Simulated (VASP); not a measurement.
**HfN: single point with r2SCAN**

Crystal: HfN.

```xyz
2
Lattice="0.0000 2.2560 2.2560 2.2560 0.0000 2.2560 2.2560 2.2560 0.0000" Properties=species:S:1:pos:R:3 pbc="T T T"
Hf    0.0000    0.0000    0.0000
N     2.2560    2.2560    2.2560
```

```
Program             : VASP 6.6.1
Task                : single point
Functional          : r2SCAN
Potentials or basis : VASP PAW PBE potentials, release 64 (Hf_pv, N)
Cutoff              : 660 eV
k mesh              : 4 × 4 × 4
Occupations         : methfessel-paxton, width 0.1 eV
Spin                : no spin polarisation
```

```json
{
  "Pressure": "0.1 GPa"
}
```

Levels at points of the mesh, in eV from the Fermi level:
```
           k point  band 4  band 5  band 6  band 7  band 8  band 9  band 10  band 11
(0.00, 0.00, 0.00)  -18.11   -2.81   -2.81   -2.81    0.29    0.29     0.29     2.63
(0.50, 0.00, 0.00)  -15.40   -8.75   -6.05   -6.05    4.01    4.41     4.41     5.20
(0.50, 0.50, 0.00)  -17.05   -5.32   -3.51   -3.51   -3.32    4.75     6.20     6.20
```

Wall time 28 s on 1 thread of AMD EPYC 9R45 (Zen 5), with other jobs on the host, peak memory 0.13 GiB.

Caveat: the k points lie up to 0.60 Å⁻¹ apart; the PAW data sets were made with another functional, which shifts forces and pressure a little; spin-orbit coupling is left out, which moves the levels of the heavy elements.
